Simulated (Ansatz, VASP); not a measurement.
**CoSi: VASP beside Ansatz**

File INCAR:

```
ALGO = Normal
EDIFF = 1E-6
ENCUT = 520
GGA = PE
ISIF = 2
ISMEAR = -1
ISPIN = 2
LASPH = T
LCHARG = F
LMAXMIX = 4
LORBIT = 11
LREAL = F
LWAVE = F
MAGMOM = 2 0
NBANDS = 18
NELM = 150
PREC = Accurate
SIGMA = 0.03
```

Contents of KPOINTS:

```
k-points
0
Gamma
  14 14 14
```

File POSCAR:

```
CoSi
1.0
    2.8711157826      0.0000000000      0.0000000000
    0.0000000000      2.8711157826      0.0000000000
    0.0000000000      0.0000000000      2.8711157826
Co Si
1 1
Direct
    0.0000000000      0.0000000000      0.0000000000
    0.5000000000      0.5000000000      0.5000000000
```

Input for Ansatz:

```yaml
crystal:
  lattice:
    - [2.8711157826, 0.0, 0.0]
    - [0.0, 2.8711157826, 0.0]
    - [0.0, 0.0, 2.8711157826]
  atoms:
    - { symbol: Co, position: [0.0, 0.0, 0.0], spin: 2.0 }
    - { symbol: Si, position: [0.5, 0.5, 0.5] }
magnetization:
  spin_polarized: true
kpoints:
  mp_grid: { grid: [14, 14, 14] }
scf:
  occupations: { method: fermi_dirac, width: 0.03 }
  lower_state_search: "off"
hamiltonian:
  xc: pbe
  pseudopotentials: { kind: paw }
output:
  forces: true
  stress: true
  eigenvalues: true
  populations: true
```

Change from the starting cell: volume scaled by 1.1, PAW files.

Alike in both runs: task single point; functional PBE; k mesh 14 × 14 × 14; occupations fermi-dirac, width 0.03 eV; collinear spin.

|  | VASP | Ansatz |
| --- | --- | --- |
| version | VASP 6.6.1 | Ansatz 0.2.0 |
| potentials or method | VASP PAW PBE potentials, release 64 (Co, Si) | PAW with Ansatz's default frozen-core files, scalar-relativistic |
| plane-wave cutoff (eV) | 520 | 420 |
| valence electrons in the cell | 13 | 21 |

```tsv
	VASP	Ansatz	Ansatz less VASP
pressure (GPa)	-14.6	-14.5	+0.14
net moment per atom (μB)	0.38	0.38	+0.005
size of the moment on the site where the two differ most (μB)	0.75	0.78	+0.022
```

Site moments also hang on the region over which each program counts them. VASP's potentials hold 13 valence electrons a cell and Ansatz's 21, so a difference there can come from the potentials and not from the codes.
